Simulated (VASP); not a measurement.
## SbOs: single point with r2SCAN

The system is SbOs.

```
Os Sb
1.0
     0.00000    2.71362    2.71362
     2.71362    0.00000    2.71362
     2.71362    2.71362    0.00000
Os Sb
1 1
Direct
  0.50000 0.50000 0.50000
  0.00000 0.00000 0.00000
```

```
Program                : VASP 6.6.1
Task                   : single point
Functional             : r2SCAN
Potentials or basis    : VASP PAW PBE potentials, release 64 (Os, Sb)
Cutoff                 : 520 eV
k mesh                 : 12 × 12 × 12
Occupations            : gaussian, width 0.05 eV
Spin                   : no spin polarisation
Dipole correction      : no
Further INCAR settings : ALGO = Normal; EDIFF = 1e-07; NBANDS = 14
```

```yaml
Pressure: -3.3 GPa
```

Levels at points of the mesh, in eV from the Fermi level:
```csv
k point,band 2,band 3,band 4,band 5,band 6,band 7,band 8,band 9,band 10,band 11
"(0.00, 0.00, 0.00)",-1.92,-1.92,-1.92,-1.51,-1.51,1.68,1.68,1.68,6.95,8.71
"(0.50, 0.00, 0.00)",-7.17,-4.04,-4.04,-0.63,-0.63,-0.19,4.99,6.64,6.64,7.04
"(0.50, 0.50, 0.00)",-4.77,-3.10,-1.29,-1.29,-0.86,-0.10,-0.10,0.05,3.63,9.77
```

Run time: 2.3 min on 1 thread of Intel(R) Xeon(R) Platinum 8375C CPU @ 2.90GHz (Ice Lake), on a shared host, peak memory 0.2 GiB.

Caveat: the PAW data sets were made with another functional, which shifts forces and pressure a little; spin-orbit coupling is left out, which moves the levels of the heavy elements.
